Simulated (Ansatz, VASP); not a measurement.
# BeS: VASP beside Ansatz

```
Be S
1.0
     0.00000    2.41899    2.41899
     2.41899    0.00000    2.41899
     2.41899    2.41899    0.00000
Be S
1 1
Direct
  0.00000 0.00000 0.00000
  0.75000 0.75000 0.75000
```

Alike in both runs: functional PBEsol; k mesh 8 × 8 × 8; occupations gaussian, width 0.02 eV; no spin polarisation.

Ansatz relaxed the structure, and its values are those at the end. VASP's run is a single point on that final structure, the one shown.

```csv
,VASP,Ansatz
version,VASP 6.6.1,Ansatz 0.2.0
potentials or method,"VASP PAW PBE potentials, release 64 (Be, S), cutoff 520 eV","scalar-relativistic, plane waves, PAW"
valence electrons in the cell,8,8
```

```csv
,VASP,Ansatz,Ansatz less VASP
gap on the k mesh at the Fermi level (eV),2.91,2.91,-0.003
least direct gap on the mesh (eV),5.61,5.58,-0.028
pressure (GPa),0.2,0.0,-0.16
```

VASP's potentials were made for PBE, not for PBEsol.
